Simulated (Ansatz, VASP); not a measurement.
# InP: VASP beside Ansatz

The input INCAR:

```
PREC     = Accurate       # precision mode
ENCUT    = 520            # plane-wave cutoff, eV
EDIFF    = 1E-6           # SCF threshold, eV
ISMEAR   = 0              # smearing method
SIGMA    = 0.05           # smearing width, eV
LREAL    = False          # projectors in reciprocal space
LASPH    = True           # aspherical terms in the spheres
NELM     = 100            # most SCF steps
ALGO     = Normal         # electronic algorithm
ISIF     = 2              # what is computed and relaxed
LWAVE    = False          # write WAVECAR
LCHARG   = True           # write CHGCAR
LELF     = True           # ELF
LVHAR    = True         
NBANDS   = 16             # bands
```

Contents of KPOINTS:

```
Automatic mesh
0
Gamma
  12 12 12
```

Contents of POSCAR:

```
InP
1.0
    0.0000000000      2.9891832685      2.9891832685
    2.9891832685      0.0000000000      2.9891832685
    2.9891832685      2.9891832685      0.0000000000
In P
1 1
Direct
    0.0000000000      0.0000000000      0.0000000000
    0.7500000000      0.7500000000      0.7500000000
```

Input for Ansatz:

```yaml
crystal:
  lattice:
    - [0.0, 2.9891832685, 2.9891832685]
    - [2.9891832685, 0.0, 2.9891832685]
    - [2.9891832685, 2.9891832685, 0.0]
  atoms:
    - { symbol: In, position: [0.0, 0.0, 0.0] }
    - { symbol: P, position: [0.75, 0.75, 0.75] }
basis:
  ecutwfc: 420
kpoints:
  mp_grid: { grid: [12, 12, 12] }
hamiltonian:
  xc: lda
  pseudopotentials: { kind: paw, azcp: { folder: soft_1 } }
scf:
  occupations: { method: gaussian, width: 0.05 }
output:
  forces: true
  stress: true
  eigenvalues: true
```

Alike in both runs: task single point; functional LDA; k mesh 12 × 12 × 12; occupations gaussian, width 0.05 eV; no spin polarisation.

|  | VASP | Ansatz |
| --- | --- | --- |
| version | VASP 6.6.1 | Ansatz 0.2.0 |
| potentials or method | VASP PAW LDA potentials, release 64 (In_d, P), cutoff 520 eV | scalar-relativistic, plane waves, PAW |
| valence electrons in the cell | 18 | 18 |

|  | VASP | Ansatz | Ansatz less VASP |
| --- | --- | --- | --- |
| gap on the k mesh at the Fermi level (eV) | 0.19 | 0.16 | -0.031 |
| least direct gap on the mesh (eV) | 0.19 | 0.16 | -0.031 |
| pressure (GPa) | -4.6 | -4.6 | 0.00 |

Ansatz warns that its potentials were made for another functional, while VASP's fit it. LDA's correlation is that of Perdew and Zunger in VASP and of Perdew and Wang (1992) in Ansatz.
